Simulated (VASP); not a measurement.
Set up this calculation in VASP 6.6.1, as the native input.

* Task: relaxation of cell and atoms
* Functional: PBE
* Potentials or basis: VASP PAW PBE potentials, release 64 (In_d, B, S)
* Cutoff: 600 eV
* k mesh: 18 × 18 × 6
* Occupations: gaussian, width 0.1 eV
* Spin: no spin polarisation
* Dipole correction: no
* Further INCAR settings: ALGO = Normal; EDIFF = 1e-06; IBRION = 2; EDIFFG = -0.01; NSW = 100; ISIF = 3

The structure of InBS2 lies in POSCAR:

```
InBS2
1.0
    3.1225387166      0.0000000000      0.0000000000
   -1.5612693583      2.7041978529      0.0000000000
    0.0000000000      0.0000000000      7.9885909955
In B S
1 1 2
Direct
    0.0000000000      0.0000000000      0.5000000000
    0.0000000000      0.0000000000      0.0000000000
    0.3333333333      0.6666666667      0.1490355643
    0.6666666667      0.3333333333      0.8509644357
```

The input as run:

INCAR

```
PREC = Accurate
ENCUT = 600
EDIFF = 1E-6
ISMEAR = 0
SIGMA = 0.1
LREAL = False
LASPH = True
NELM = 100
ALGO = Normal
ISIF = 3
LWAVE = False
LCHARG = False
GGA = PE
IBRION = 2
NSW = 100
EDIFFG = -0.01
```

KPOINTS

```
regular mesh
0
Gamma
  18 18 6
```

Potentials or basis: VASP PAW PBE potentials, release 64 (In_d, B, S).

Launch:

```bash
$ cat potpaw_PBE.64/In_d/POTCAR potpaw_PBE.64/B/POTCAR potpaw_PBE.64/S/POTCAR > POTCAR
$ mpirun -np 1 vasp_std > vasp.out
```

It gave:

```json
{
 "Relaxed volume": "16.95 Å³/atom",
 "Relaxed cell": "a = 3.098 Å, b = 3.098 Å, c = 8.157 Å, α = 90.00°, β = 90.00°, γ = 120.00°",
 "Space group after relaxing (to 0.05 Å)": "P-3m1 (No. 164)",
 "Energy gained by relaxing": "2.2 meV/atom",
 "Ionic steps": "7",
 "Pressure after relaxing": "0.0 GPa",
 "Band gap on the k mesh": "zero (band 14 reaches 7.25 eV, above the bottom of band 15 at 5.78 eV)"
}
```

Caveat: spin-orbit coupling is left out, which moves the levels of the heavy elements.

Wall time 10 min on 1 thread of Intel(R) Xeon(R) 6975P-C (Granite Rapids), with other jobs on the host, peak memory 0.47 GiB.
